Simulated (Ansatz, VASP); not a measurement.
One calculation of In3As, two programs

Contents of INCAR:

```
SYSTEM = In3As
  PREC = Accurate
  ENCUT = 520
  EDIFF = 1E-6
  ISMEAR = -1
  SIGMA = 0.05
  LREAL = .False.
  LASPH = .True.
  NELM = 80
  ALGO = Fast
  ISIF = 2
  LWAVE = .False.
  LCHARG = .True.
  GGA = PS
  LELF = .True.
  LVHAR = .True.
  NBANDS = 30
```

The input KPOINTS:

```
regular mesh
0
Gamma
  6 6 6
  0 0 0
```

Contents of POSCAR:

```
In3As
1.0
    4.6403264915      0.0000000000      0.0000000000
    0.0000000000      4.6403264915      0.0000000000
    0.0000000000      0.0000000000      4.6403264915
In As
3 1
Direct
    0.5000000000      0.5000000000      0.0000000000
    0.5000000000      0.0000000000      0.5000000000
    0.0000000000      0.5000000000      0.5000000000
    0.0000000000      0.0000000000      0.0000000000
```

File input.yaml:

```yaml
crystal:
  lattice:
    - [4.6403264915, 0.0, 0.0]
    - [0.0, 4.6403264915, 0.0]
    - [0.0, 0.0, 4.6403264915]
  atoms:
    - { symbol: In, position: [0.5, 0.5, 0.0] }
    - { symbol: In, position: [0.5, 0.0, 0.5] }
    - { symbol: In, position: [0.0, 0.5, 0.5] }
    - { symbol: As, position: [0.0, 0.0, 0.0] }
kpoints:
  mp_grid: { grid: [6, 6, 6] }
scf:
  occupations: { method: fermi_dirac, width: 0.05 }
hamiltonian:
  xc: pbesol
  pseudopotentials: { kind: all_electron, lapw: { basis_error: 0.001 } }
output:
  forces: true
  stress: true
  eigenvalues: true
```

Change from the starting cell: volume scaled by 0.98.

Alike in both runs: task single point; functional PBEsol; k mesh 6 × 6 × 6; occupations fermi-dirac, width 0.05 eV; no spin polarisation.

|  | VASP | Ansatz |
| --- | --- | --- |
| version | VASP 6.6.1 | Ansatz 0.2.0 |
| potentials or method | VASP PAW PBE potentials, release 64 (In_d, As), cutoff 520 eV | all-electron LAPW, scalar-relativistic |

|  | VASP | Ansatz | Ansatz less VASP |
| --- | --- | --- | --- |
| gap on the k mesh at the Fermi level (eV) | none | none | - |
| pressure (GPa) | -1.6 | -1.6 | -0.01 |

VASP's potentials were made for PBE, not for PBEsol. A gap of «none» marks a metal or a gap that the smearing closes. Ansatz ran all-electron here, and VASP with PAW potentials.
